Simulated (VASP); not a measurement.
# P (P2/m) in VASP: notebook

The runs below take P through single point, with PBEsol+D3(BJ).

Program: VASP 6.6.1. These are calculated values, not measurements. Logs are shortened: lines on timing, memory, paths and dates and some standing lists are left out, and cuts for length are marked.

## 1. The cell of the first run

The structure is monoclinic, space group P2/m (No. 10). Conventional cell: a = 4.277 Å, b = 4.273 Å, c = 4.382 Å, α = 90.00°, β = 95.01°, γ = 90.00°. P (site symmetry 2/m) has 6 P at 4.27 to 4.38 Å within 5.6 Å.

## 2. Single point, PBEsol+D3(BJ) (strain +0.0875 x Voigt [0, 0, 0, 0, 1, 0])

File INCAR:

```
SYSTEM = P
PREC = Accurate ; ENCUT = 520
EDIFF = 1E-6 ; ISMEAR = 0
SIGMA = 0.15 ; LREAL = .FALSE.
LASPH = .TRUE. ; NELM = 60
ALGO = Normal ; ISIF = 2
LWAVE = .FALSE. ; LCHARG = .FALSE.
GGA = PS ; IVDW = 12
NBANDS = 8
```

File KPOINTS:

```
Automatic mesh
0
G
  12 12 12
  0 0 0
```

File POSCAR:

```
P
1.0
    4.2729048574      0.0000000000      0.1869395875
    0.0000000000      4.2729048574      0.0000000000
    0.1915375000      0.0000000000      4.3780000000
P
1
Direct
    0.0000000000      0.0000000000      0.0000000000
```

Potentials or basis: VASP PAW PBE potentials, release 64 (P).

Launch:

```sh
cat potpaw_PBE.64/P/POTCAR > POTCAR
mpirun -np 1 vasp_std > vasp.out
```

OUTCAR:

```text
SYSTEM = P
   PREC = Accurate
   ENCUT = 520
   EDIFF = 1E-6
   ISMEAR = 0
   LREAL = .FALSE.
   LASPH = .TRUE.
   NELM = 60
   ISIF = 2
   GGA = PS
   IVDW = 12
 IVDW          = 12

 ion  position               nearest neighbor table
   1  0.000  0.000  0.000-

  LATTYP: Found a simple monoclinic cell.
 ALAT       =     4.2769922060
 B/A-ratio  =     0.9990443404
 C/A-ratio  =     1.0245957132
 COS(beta)  =    -0.0873328395

  Lattice vectors:

 A1 = (   4.2729048574,   0.0000000000,   0.1869395875)
 A2 = (   0.0000000000,  -4.2729048574,   0.0000000000)
 A3 = (  -0.1915375000,   0.0000000000,  -4.3780000000)

Analysis of symmetry for initial positions (statically):
=====================================================================
 Subroutine PRICEL returns:
 Original cell was already a primitive cell.

 Routine SETGRP: Setting up the symmetry group for a
 simple monoclinic supercell.

 Subroutine GETGRP returns: Found  4 space group operations
 (whereof  4 operations were pure point group operations)
 out of a pool of  4 trial point group operations.

The static configuration has the point symmetry C_2h.

Analysis of symmetry for dynamics (positions and initial velocities):
=====================================================================
 Subroutine PRICEL returns:
 Original cell was already a primitive cell.

 Routine SETGRP: Setting up the symmetry group for a
 simple monoclinic supercell.

 Subroutine GETGRP returns: Found  4 space group operations
 (whereof  4 operations were pure point group operations)
 out of a pool of  4 trial point group operations.

The dynamic configuration has the point symmetry C_2h.

 Subroutine INISYM returns: Found  4 space group operations
 (whereof  4 operations are pure point group operations),
 and found     1 'primitive' translations

----------------------------------------------------------------------------------------

                                     Primitive cell

  volume of cell :      79.7793

  direct lattice vectors                    reciprocal lattice vectors
     4.272904857  0.000000000  0.186939588     0.234481639  0.000000000 -0.010258572
     0.000000000  4.272904857  0.000000000     0.000000000  0.234032826  0.000000000
     0.191537500  0.000000000  4.378000000    -0.010012312  0.000000000  0.228852840

  length of vectors
     4.276992206  4.272904857  4.382187880     0.234705938  0.234032826  0.229071755

  position of ions in fractional coordinates (direct lattice)
     0.000000000  0.000000000  0.000000000

  ion indices of the primitive-cell ions
   primitive index   ion index
                 1           1

----------------------------------------------------------------------------------------

 KPOINTS: Automatic mesh

Automatic generation of k-mesh.
 Grid dimensions read from file:
 generate k-points for:   12   12   12

 Generating k-lattice:

  Cartesian coordinates                     Fractional coordinates (reciprocal lattice)
     0.019540137  0.000000000 -0.000854881     0.083333333  0.000000000 -0.000000000
     0.000000000  0.019502736  0.000000000     0.000000000  0.083333333  0.000000000
    -0.000834359  0.000000000  0.019071070    -0.000000000  0.000000000  0.083333333

  Length of vectors
     0.019558828  0.019502736  0.019089313

  Shift w.r.t. Gamma in fractional coordinates (k-lattice)
     0.000000000  0.000000000  0.000000000

 Subroutine IBZKPT returns following result:
 ===========================================

 Found    518 irreducible k-points:

 Following reciprocal coordinates:
            Coordinates               Weight
  0.000000  0.000000  0.000000      1.000000
  0.083333  0.000000 -0.000000      2.000000
  0.166667  0.000000  0.000000      2.000000
  0.250000  0.000000  0.000000      2.000000
  0.333333  0.000000 -0.000000      2.000000
  0.416667  0.000000  0.000000      2.000000
[... 16 lines left out ...]
  0.083333  0.250000 -0.000000      4.000000
  0.166667  0.250000  0.000000      4.000000
 [... further k-points ...]
   k-points           NKPTS =    518   k-points in BZ     NKDIM =    518   number of bands    NBANDS=      8
   number of dos      NEDOS =    301   number of ions     NIONS =      1
   total plane-waves  NPLWV =  36864
   dimension x,y,z NGX =    32 NGY =   32 NGZ =   36
   dimension x,y,z NGXF=    64 NGYF=   64 NGZF=   72
   ions per type =               1
   NGX,Y,Z   is equivalent  to a cutoff of  12.44, 12.45, 13.66 a.u.
   NGXF,Y,Z  is equivalent  to a cutoff of  24.88, 24.90, 27.31 a.u.
 SYSTEM =  P
   PREC   = accura    normal or accurate (medium, high low for compatibility)
   ISTART =      0    job   : 0-new  1-cont  2-samecut
   ICHARG =      2    charge: 1-file 2-atom 10-const
   ISPIN  =      1    spin polarized calculation?
   LNONCOLLINEAR =      F non collinear calculations
   LSORBIT =      F    spin-orbit coupling
   LASPH  =      T    aspherical Exc in radial PAW
   ENCUT  =  520.0 eV  38.22 Ry    6.18 a.u.   7.95  7.94  8.15*2*pi/ulx,y,z
   NELM   =     60;   NELMIN=  2; NELMDL= -5     # of ELM steps
   EDIFF  = 0.1E-05   stopping-criterion for ELM
   LREAL  =      F    real-space projection
   EDIFFG = 0.1E-04   stopping-criterion for IOM
   NSW    =      0    number of steps for IOM
   IBRION =     -1    ionic relax: 0-MD 1-quasi-New 2-CG
   NFREE  =      0    steps in history (QN), initial steepest desc. (CG)
   ISIF   =      2    stress and relaxation
   ISYM   =      2    0-nonsym 1-usesym 2-fastsym
   POTIM  = 0.5000    time-step for ionic-motion
   TEBEG  =    0.0;   TEEND  =   0.0 temperature during run
   PSTRESS=    0.0 pullay stress
   NELECT =       5.0000    total number of electrons
   NUPDOWN=      -1.0000    fix difference up-down
   EMIN   =  10.00;   EMAX   =-10.00  energy-range for DOS
   EFERMI =   0.00;   METHOD = LEGACY
   ISMEAR =     0;   SIGMA  =   0.15  broadening in eV -4-tet -1-fermi 0-gaus
   EFERMI_NEDOS =   21; number of points for ismear=-14 and -15
   IALGO  =     38    algorithm
   IMIX   =      4    mixing-type and parameters
     AMIX     =   0.40;   BMIX     =  1.00
     AMIX_MAG =   1.60;   BMIX_MAG =  1.00
  volume/ion in A,a.u.               =      79.78       538.38
  Fermi-wavevector in a.u.,A,eV,Ry     =   0.650282  1.228854  5.753443  0.422866
  Thomas-Fermi vector in A             =   1.719510
   LORBIT       =      0    0 simple, 1 ext, 2 COOP (PROOUT), +10 PAW based schemes
   GGA     = PS    functional components
   LHFCALC =     F    Hartree Fock is set to
   AEXX    =    0.0000 exact exchange contribution
   IVDW    =    12    specifies the selected vdW correction
   LEPSILON=     F    determine dielectric tensor
   LRPA    =     F    only Hartree local field effects (RPA)
 non-spin polarized calculation
 Gauss-broadening in eV      SIGMA  =   0.15
  energy-cutoff  :      520.00
  volume of cell :       79.78
 maximum number of plane-waves:      2172
   NGX = 15   NGY = 15   NGZ = 17

 number of electron       4.9999999 magnetization

 Free energy of the ion-electron system (eV)
  ---------------------------------------------------
  ext. energy  EPLUGINS =         0.00000000
  ---------------------------------------------------
  free energy    TOTEN  =        -1.18506082 eV

  energy without entropy =       -1.14646173  energy(sigma->0) =       -1.16576128

 E-fermi :  -3.0726     XC(G=0):  -5.0615

 val. band max:       -3.0736412148   @ k =  -0.3333   0.2500   0.2500
 cond. band min:      -3.0718996701   @ k =   0.2500   0.2500   0.1667
 fundamental gap:      0.0017415447
 Fermi energy:        -3.0725508168

 k-point     1 :       0.0000    0.0000    0.0000
  band No.  band energies     occupation
      1     -11.8041      2.00000
      2      -2.6377      0.00004
      3      -2.5165      0.00000
      4      -2.5025      0.00000
      5       1.5538      0.00000
      6       4.3912      0.00000
      7       4.4631      0.00000
      8       8.7558      0.00000

 k-point     2 :       0.0833    0.0000   -0.0000
  band No.  band energies     occupation
      1     -11.7932      2.00000
      2      -2.6676      0.00013
      3      -2.5860      0.00000
      4      -2.5071      0.00000
      5       1.6731      0.00000
      6       4.4313      0.00000
      7       4.5727      0.00000
      8       8.2845      0.00000

 k-point     3 :       0.1667    0.0000    0.0000
  band No.  band energies     occupation
      1     -11.7628      2.00000
      2      -2.9437      0.22450
      3      -2.5871      0.00000
      4      -2.4811      0.00000
      5       1.9748      0.00000
      6       4.5382      0.00000
      7       4.8487      0.00000
      8       7.6840      0.00000

 k-point     4 :       0.2500    0.0000    0.0000
  band No.  band energies     occupation
      1     -11.7204      2.00000
      2      -3.2997      1.96780
      3      -2.5551      0.00000
      4      -2.4450      0.00000
      5       2.3668      0.00000
      6       4.6949      0.00000
      7       5.0769      0.00000
      8       7.2233      0.00000

 k-point     5 :       0.3333    0.0000   -0.0000
  band No.  band energies     occupation
      1     -11.6768      2.00000
      2      -3.6154      2.00000
      3      -2.5207      0.00000
      4      -2.4081      0.00000
      5       2.7939      0.00000
      6       4.8618      0.00000
      7       5.0114      0.00000
      8       6.8804      0.00000

 k-point     6 :       0.4167    0.0000    0.0000
  band No.  band energies     occupation
      1     -11.6440      2.00000
      2      -3.8275      2.00000
      3      -2.4946      0.00000
      4      -2.3805      0.00000
      5       3.2045      0.00000
      6       4.6938      0.00000
      7       5.0167      0.00000
      8       6.6457      0.00000

 k-point     7 :       0.5000    0.0000    0.0000
  band No.  band energies     occupation
      1     -11.6319      2.00000
      2      -3.9018      2.00000
      3      -2.4850      0.00000
      4      -2.3703      0.00000
      5       3.4210      0.00000
      6       4.4972      0.00000
      7       5.0669      0.00000
      8       6.5669      0.00000
[... 133 lines left out ...]
 k-point    20 :       0.4167    0.1667    0.0000
  band No.  band energies     occupation
      1     -11.6056      2.00000
      2      -3.7600      2.00000
      3      -2.7476      0.00219
      4      -2.4613      0.00000
      5       3.5137      0.00000
      6       4.3544      0.00000
      7       5.4963      0.00000
      8       6.4547      0.00000

 k-point    21 :       0.5000    0.1667    0.0000
  band No.  band energies     occupation
      1     -11.5936      2.00000
      2      -3.8328      2.00000
      3      -2.7336      0.00140
      4      -2.4519      0.00000
      5       3.8517      0.00000
      6       4.0183      0.00000
      7       5.5320      0.00000
      8       6.4663      0.00000

 k-point    22 :       0.0000    0.2500    0.0000
  band No.  band energies     occupation
      1     -11.7204      2.00000
      2      -3.2999      1.96795
      3      -2.5630      0.00000
      4      -2.4320      0.00000
      5       2.3605      0.00000
      6       4.7335      0.00000
      7       5.0854      0.00000
      8       7.2472      0.00000

 k-point    23 :       0.0833    0.2500   -0.0000
  band No.  band energies     occupation
      1     -11.7099      2.00000
      2      -3.2857      1.95555
      3      -2.5871      0.00000
      4      -2.5104      0.00000
      5       2.4660      0.00000
      6       4.8063      0.00000
      7       5.1311      0.00000
      8       7.1337      0.00000

 k-point    24 :       0.1667    0.2500    0.0000
  band No.  band energies     occupation
      1     -11.6806      2.00000
      2      -3.2479      1.90162
      3      -2.8357      0.02557
      4      -2.5146      0.00000
      5       2.7234      0.00000
      6       4.8533      0.00000
      7       5.3813      0.00000
      8       6.6437      0.00000

 [... further k-points ...]

------------------------ aborting loop because EDIFF is reached ----------------------------------------

 Edisp (eV)   -0.08114

 E8    (eV) :    -0.0479

  FORCE on cell =-STRESS in cart. coord.  units (eV):
  Direction    XX          YY          ZZ          XY          YZ          ZX
  --------------------------------------------------------------------------------------
  -------------------------------------------------------------------------------------
  Total      -2.08037    -2.09035    -1.87397     0.00000     0.00000    -0.16117
  in kB     -41.77920   -41.97973   -37.63432     0.00000     0.00000    -3.23678
  external pressure =      -40.46 kB  Pullay stress =        0.00 kB

 VOLUME and BASIS-vectors are now :
 -----------------------------------------------------------------------------
  energy-cutoff  :      520.00
  volume of cell :       79.78
      direct lattice vectors                 reciprocal lattice vectors
     4.272904857  0.000000000  0.186939588     0.234481639  0.000000000 -0.010258572
     0.000000000  4.272904857  0.000000000     0.000000000  0.234032826  0.000000000
     0.191537500  0.000000000  4.378000000    -0.010012312  0.000000000  0.228852840

 POSITION                                       TOTAL-FORCE (eV/Angst)
 -----------------------------------------------------------------------------------
      0.00000      0.00000      0.00000        -0.000000      0.000000      0.000000
 -----------------------------------------------------------------------------------
    total drift:                                0.000000     -0.000000      0.000000

  FREE ENERGIE OF THE ION-ELECTRON SYSTEM (eV)
  ---------------------------------------------------
  free  energy   TOTEN  =        -1.2661982314 eV

  energy  without entropy=       -1.2275991376  energy(sigma->0) =       -1.24689868
```

It took 4.7 min on 1 thread of Intel Xeon 8259CL, shared host; peak memory 0.4 GiB.

What came out:

| Property | Result |
| --- | --- |
| Free energy | -1.2662 eV |
| Pressure | -4.0 GPa |
| Band gap on the k mesh | zero (an odd number of electrons rules out a gap without spin polarisation) |
| Dispersion energy per atom | -0.081 eV |

Levels at points of the mesh, in eV from the Fermi level:
```
           k point  band 1  band 2  band 3  band 4  band 5  band 6
(0.00, 0.00, 0.00)   -8.73    0.43    0.56    0.57    4.63    7.46
(0.50, 0.00, 0.00)   -8.56   -0.83    0.59    0.70    6.49    7.57
(0.00, 0.50, 0.00)   -8.56   -0.83    0.59    0.71    6.51    7.55
(0.50, 0.50, 0.00)   -8.40   -0.53   -0.53    0.72    5.86    8.06
(0.00, 0.00, 0.50)   -8.59   -0.78    0.67    0.68    6.46    7.49
(0.50, 0.00, 0.50)   -8.43   -0.61   -0.43    0.81    5.85    8.11
(0.00, 0.50, 0.50)   -8.43   -0.57   -0.48    0.80    5.85    8.07
(0.50, 0.50, 0.50)   -8.28   -0.36   -0.33   -0.19    6.70    6.97
```

Caveat: the cell differs from its parent crystal (strain +0.0875 x Voigt [0, 0, 0, 0, 1, 0]); the cell stands under tension; the PAW data sets were made with another functional, which shifts forces and pressure a little.

## 3. Single point, PBEsol+D3(BJ) (strain +0.0625 x Voigt [0, 0, 0, 0, 1, 0])

File INCAR:

```
SYSTEM = P
ALGO = Normal
EDIFF = 1E-7
ENCUT = 520
GGA = PS
ISIF = 2
ISMEAR = 0
IVDW = 12
LASPH = .True.
LCHARG = .False.
LREAL = .False.
LWAVE = .False.
NBANDS = 8
NELM = 80
PREC = Accurate
SIGMA = 0.15
```

File KPOINTS:

```
k-points
0
Gamma
  12 12 12
  0 0 0
```

File POSCAR:

```
P
1.0
    4.2729048574      0.0000000000      0.1335282768
    0.0000000000      4.2729048574      0.0000000000
    0.1368125000      0.0000000000      4.3780000000
P
1
Direct
    0.0000000000      0.0000000000      0.0000000000
```

Potentials or basis: VASP PAW PBE potentials, release 64 (P).

Launch:

```sh
cat potpaw_PBE.64/P/POTCAR > POTCAR
mpirun -np 1 vasp_std > vasp.out
```

It took 4.9 min on 1 thread of Intel Xeon 8259CL, shared host; peak memory 0.41 GiB.

The run converged. Its results:

- Free energy: -1.2678 eV
- Pressure: -4.0 GPa
- Band gap on the k mesh: zero (an odd number of electrons rules out a gap without spin polarisation)
- Dispersion energy per atom: -0.081 eV

Stress tensor (GPa, compression positive):
```
-4.18  0.00 -0.23
 0.00 -4.19  0.00
-0.23  0.00 -3.77
```

Levels at points of the mesh, in eV from the Fermi level:
| k point | band 1 | band 2 | band 3 | band 4 | band 5 | band 6 | band 7 |
| --- | --- | --- | --- | --- | --- | --- | --- |
| (0.00, 0.00, 0.00) | -8.73 | 0.44 | 0.56 | 0.56 | 4.63 | 7.45 | 7.53 |
| (0.50, 0.00, 0.00) | -8.56 | -0.83 | 0.59 | 0.70 | 6.50 | 7.56 | 8.16 |
| (0.00, 0.50, 0.00) | -8.56 | -0.83 | 0.59 | 0.71 | 6.51 | 7.55 | 8.21 |
| (0.50, 0.50, 0.00) | -8.40 | -0.53 | -0.53 | 0.73 | 5.86 | 8.09 | 9.72 |
| (0.00, 0.00, 0.50) | -8.59 | -0.78 | 0.67 | 0.68 | 6.47 | 7.48 | 8.13 |
| (0.50, 0.00, 0.50) | -8.43 | -0.60 | -0.45 | 0.81 | 5.85 | 8.11 | 9.46 |
| (0.00, 0.50, 0.50) | -8.43 | -0.57 | -0.48 | 0.80 | 5.85 | 8.09 | 9.66 |
| (0.50, 0.50, 0.50) | -8.28 | -0.34 | -0.32 | -0.21 | 6.76 | 6.97 | 7.10 |

Caveat: the cell differs from its parent crystal (strain +0.0625 x Voigt [0, 0, 0, 0, 1, 0]); the cell stands under tension; the PAW data sets were made with another functional, which shifts forces and pressure a little.

(Continued in part 2 of 2.)
